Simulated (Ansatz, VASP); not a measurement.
## One calculation of NaCl, two programs

```
Na Cl
1.0
     0.00000    3.26902    2.12486
     3.26902    0.00000    2.12486
     3.26902    3.26902    0.00000
Na Cl
1 1
Cartesian
  0.0000 0.0000 0.0000
  3.2690 3.2690 2.1249
```

Alike in both runs: task single point; functional PBE; k mesh 8 × 8 × 8; occupations gaussian, width 0.05 eV; no spin polarisation.

|  | VASP | Ansatz |
| --- | --- | --- |
| version | VASP 6.6.1 | Ansatz 0.2.0 |
| potentials or method | VASP PAW PBE potentials, release 64 (Na_pv, Cl), cutoff 520 eV | scalar-relativistic, plane waves, PAW |
| valence electrons in the cell | 14 | 16 |

|  | VASP | Ansatz | Ansatz less VASP |
| --- | --- | --- | --- |
| gap on the k mesh at the Fermi level (eV) | 5.00 | 5.00 | +0.004 |
| least direct gap on the mesh (eV) | 5.02 | 5.02 | +0.004 |
| pressure (GPa) | 18.2 | 17.9 | -0.33 |
| traceless stress, the component that is largest in VASP (GPa) | 38.18 | 37.42 | -0.768 |

VASP's potentials hold 14 valence electrons a cell and Ansatz's 16, so a difference there can come from the potentials and not from the codes.
